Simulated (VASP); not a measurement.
Set up this calculation in VASP 6.6.1, as the native input.

* Task: single point
* Functional: PBE
* Potentials or basis: VASP PAW PBE potentials, release 64 (Pb_d, S)
* Cutoff: 520 eV
* k mesh: 8 × 8 × 8
* Occupations: fermi-dirac, width 0.01 eV
* Spin: no spin polarisation
* Dipole correction: no
* Further INCAR settings: ALGO = Normal; EDIFF = 1e-06; NBANDS = 17

The structure of PbS lies in POSCAR:

```
PbS
1.0
   -0.0889500000      2.9205250000      2.9205250000
    2.9205250000     -0.0889500000      2.9205250000
    2.9205250000      2.9205250000     -0.0889500000
Pb S
1 1
Direct
    0.0000000000      0.0000000000      0.0000000000
    0.5000000000      0.5000000000      0.5000000000
```

This cell differs from its parent crystal: equal xy, yz and zx shear strains of -3 %.

The input as run:

INCAR

```
SYSTEM = PbS
PREC     = Accurate       ! precision mode
ENCUT    = 520            ! plane-wave cutoff, eV
EDIFF    = 1E-6           ! SCF threshold, eV
ISMEAR   = -1             ! smearing method
SIGMA    = 0.01           ! smearing width, eV
LREAL    = .FALSE.        ! projectors in reciprocal space
LASPH    = .TRUE.         ! aspherical terms in the spheres
NELM     = 100            ! most SCF steps
ALGO     = Normal         ! electronic algorithm
ISIF     = 2              ! what is computed and relaxed
LWAVE    = .FALSE.        ! write WAVECAR
LCHARG   = .FALSE.        ! write CHGCAR
GGA      = PE             ! functional
NBANDS   = 17             ! bands
```

KPOINTS

```
Automatic mesh
0
G
  8 8 8
  0 0 0
```

Potentials or basis: VASP PAW PBE potentials, release 64 (Pb_d, S).

Run with:

```bash
$ cat potpaw_PBE.64/Pb_d/POTCAR potpaw_PBE.64/S/POTCAR > POTCAR
$ mpirun -np 1 vasp_std > vasp.out
```

It gave:

```
Pressure               : 2.2 GPa
Band gap on the k mesh : 0.07 eV, indirect (least direct gap 0.32 eV)
```

Caveat: the cell differs from its parent crystal (equal xy, yz and zx shear strains of -3 %); spin-orbit coupling is left out, which moves the levels of the heavy elements.

Wall time 16 s on 1 thread of Intel(R) Xeon(R) 6975P-C (Granite Rapids), on a shared host, peak memory 0.21 GiB.
